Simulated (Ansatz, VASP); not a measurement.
# LiF in VASP and in Ansatz

```
Li F
1.0
     3.11156    0.00000    0.00000
    -1.55578    2.69469    0.00000
     0.00000    0.00000    4.83262
Li F
2 2
Direct
  0.33333 0.66667 0.38244
  0.66667 0.33333 0.88244
  0.33333 0.66667 0.99256
  0.66667 0.33333 0.49256
```

Alike in both runs: task single point; functional r2SCAN; k mesh 9 × 9 × 4; no spin polarisation.

```csv
,VASP,Ansatz
version,VASP 6.6.1,Ansatz 0.2.0
potentials or method,"VASP PAW PBE potentials, release 64 (Li_sv, F)","plane waves, PAW"
plane-wave cutoff (eV),520,500
occupations,"gaussian, width 0.01 eV",fixed
valence electrons in the cell,20,20
```

```tsv
	VASP	Ansatz	Ansatz less VASP
gap on the k mesh at the Fermi level (eV)	8.52	8.42	-0.096
rms of the force components (eV/Å)	0.010	0.004	-0.0060
```

VASP's potentials were made for PBE, not for r2SCAN. Atom by atom the forces differ by 0.013 eV/Å (rms over components).

Noted on VASP's run: the cutoff is short for stress, so the pressure is rough.
